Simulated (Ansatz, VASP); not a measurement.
## Two plane-wave programs on GaN

```
CELL_PARAMETERS angstrom
0.00000 2.27408 2.27408
2.27408 0.00000 2.27408
2.27408 2.27408 0.00000
ATOMIC_POSITIONS crystal
Ga 0.00000 0.00000 0.00000
N 0.75000 0.75000 0.75000
```

Alike in both runs: functional PBE; k mesh 10 × 10 × 10; occupations gaussian, width 0.02 eV; no spin polarisation.

Ansatz relaxed the structure, and its values are those at the end. VASP's run is a single point on that final structure, the one shown.

```csv
,VASP,Ansatz
version,VASP 6.6.1,Ansatz 0.2.0
potentials or method,"VASP PAW PBE potentials, release 64 (Ga_d, N), cutoff 520 eV","scalar-relativistic, plane waves, PAW"
valence electrons in the cell,18,18
```

```csv
,VASP,Ansatz,Ansatz less VASP
gap on the k mesh at the Fermi level (eV),1.55,1.54,-0.006
least direct gap on the mesh (eV),1.55,1.54,-0.006
pressure (GPa),0.1,0.0,-0.10
```
